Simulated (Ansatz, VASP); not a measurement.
**One calculation of SiNi3, two programs**

```
Ni Si
1.0
     3.54200    0.00000    0.00000
     0.00000    3.54200    0.00000
     0.00000    0.00000    3.54200
Ni Si
3 1
Cartesian
  1.7710 1.7710 0.0000
  1.7710 0.0000 1.7710
  0.0000 1.7710 1.7710
  0.0000 0.0000 0.0000
```

Alike in both runs: task single point; functional PBEsol; k mesh 6 × 6 × 6; occupations fermi-dirac, width 0.05 eV; collinear spin; fixed moment 4.5 μB.

```csv
,VASP,Ansatz
version,VASP 6.6.1,Ansatz 0.2.0
potentials or method,"VASP PAW PBE potentials, release 64 (Ni_sv_GW, Si)",Ansatz PAW
plane-wave cutoff (eV),690,420
valence electrons in the cell,58,58
```

VASP gave:

* pressure (GPa): 3.4
* net moment per atom (μB): 1.12
* size of the moment on the site where the two differ most (μB): 0.30

Q: What did Ansatz give for the same quantities?

A: Pressure (GPa): 4.1; net moment per atom (μB): 1.12; size of the moment on the site where the two differ most (μB): 0.37.

VASP's potentials were made for PBE, not for PBEsol. Site moments also hang on the region over which each program counts them.
